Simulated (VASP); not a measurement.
Input of a VASP 6.6.1 run:

Contents of INCAR:

```
SYSTEM = Hf3H
PREC = Accurate
ENCUT = 520
EDIFF = 1E-6
ISMEAR = 0
SIGMA = 0.1
LREAL = .False.
LASPH = .True.
NELM = 100
ALGO = Normal
ISIF = 2
LWAVE = .False.
LCHARG = .False.
LDIPOL = .True.
IDIPOL = 3
DIPOL = 0.5 0.5 0.360
GGA = PE
NBANDS = 24
```

KPOINTS

```
Automatic mesh
0
Gamma
  9 9 1
  0 0 0
```

The input POSCAR:

```
Hf3H
1.0
    3.0697355021      0.0000000000      0.0000000000
   -1.0232451674      2.8941743867      0.0000000000
    0.0000000000      0.0000000000     20.2814081478
Hf H
3 1
Direct
    0.5000000000      0.5000000000      0.1972249644
    0.0000000000      0.0000000000      0.3153436029
    0.5000000000      0.5000000000      0.4329782273
    0.5000000000      1.0000000000      0.4961984869
```

Potentials or basis: VASP PAW PBE potentials, release 64 (Hf_pv, H).

Launch:

```sh
$ cat potpaw_PBE.64/Hf_pv/POTCAR potpaw_PBE.64/H/POTCAR > POTCAR
$ mpirun -np 1 vasp_std > vasp.out
```

Problem. Predict the largest force.

Solution. 0.373 eV/Å.

Forces on the atoms (eV/Å):
```
Hf   0.000  0.000 -0.011
Hf   0.000  0.000 -0.360
Hf   0.000  0.000  0.373
H    0.000  0.000 -0.002
```
